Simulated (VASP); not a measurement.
A run of VASP 6.6.1 is set up as follows.

Contents of POSCAR:

```
BN
1.0
    0.0000000000      1.8048254497      1.8048254497
    1.8048254497      0.0000000000      1.8048254497
    1.8048254497      1.8048254497      0.0000000000
B N
1 1
Direct
    0.0000000000      0.0000000000      0.0000000000
    0.2500000000      0.2500000000      0.2500000000
```

The input INCAR.step1:

```
SYSTEM = BN
ALGO = Normal ; EDIFF = 1E-5
ENCUT = 1460 ; GGA = PE
GGA_COMPAT = .FALSE. ; ISMEAR = 0
LASPH = .TRUE. ; LCHARG = .FALSE.
LREAL = .FALSE. ; LWAVE = .TRUE.
NBANDS = 11 ; NELM = 120
PREC = Accurate ; SIGMA = 0.05
```

The input INCAR.step2:

```
SYSTEM = BN
ALGO = Normal ; EDIFF = 1E-6
ENCUT = 1460 ; GGA_COMPAT = .FALSE.
ISIF = 2 ; ISMEAR = 0
ISTART = 1 ; LASPH = .TRUE.
LCHARG = .TRUE. ; LELF = .TRUE.
LMIXTAU = .TRUE. ; LREAL = .FALSE.
LVHAR = .TRUE. ; LWAVE = .FALSE.
METAGGA = R2SCAN ; NBANDS = 11
NELM = 120 ; PREC = Accurate
SIGMA = 0.05
```

KPOINTS

```
k-points
0
G
  8 8 8
  0 0 0
```

Potentials or basis: VASP PAW PBE potentials, release 64 (B_h, N_h).

Command:

```console
$ cat potpaw_PBE.64/B_h/POTCAR potpaw_PBE.64/N_h/POTCAR > POTCAR
$ cp INCAR.step1 INCAR
$ mpirun -np 1 vasp_std > vasp.out
$ cp INCAR.step2 INCAR
$ mpirun -np 1 vasp_std > vasp.out
```

(1) Predict the pressure.

(2) What does it give for the band gap on the k mesh?

## Answers

(1) -0.4 GPa.

(2) 5.00 eV (least direct gap 9.57 eV).

Caveat: the PAW data sets were made with another functional, which shifts forces and pressure a little.
